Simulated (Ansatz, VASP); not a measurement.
## Ge2BiO2: VASP beside Ansatz

```
CELL_PARAMETERS angstrom
4.08761 0.00000 0.00000
0.00000 4.08761 0.00000
0.00000 0.00000 5.63364
ATOMIC_POSITIONS crystal
Ge 0.50000 0.00000 0.10575
Ge 0.00000 0.50000 0.10575
Bi 0.50000 0.50000 0.61621
O 0.50000 0.00000 0.44065
O 0.00000 0.50000 0.44065
```

Alike in both runs: functional PBE; k mesh 6 × 6 × 4; occupations gaussian, width 0.1 eV; no spin polarisation.

Ansatz relaxed the structure, and its values are those at the end. VASP's run is a single point on that final structure, the one shown.

|  | VASP | Ansatz |
| --- | --- | --- |
| version | VASP 6.6.1 | Ansatz 0.2.0 |
| potentials or method | VASP PAW PBE potentials, release 64 (Ge_d, Bi_d, O), cutoff 520 eV | scalar-relativistic, plane waves, PAW |
| valence electrons in the cell | 55 | 55 |

```tsv
	VASP	Ansatz	Ansatz less VASP
gap on the k mesh at the Fermi level (eV)	none	none	-
pressure (GPa)	0.1	0.1	-0.06
rms of the force components (eV/Å)	0.015	0.001	-0.0143
```

A gap of «none» marks a metal or a gap that the smearing closes. With one functional, cell and mesh, what is left measures potentials, basis and numerics.

Neither program's run includes spin-orbit coupling.
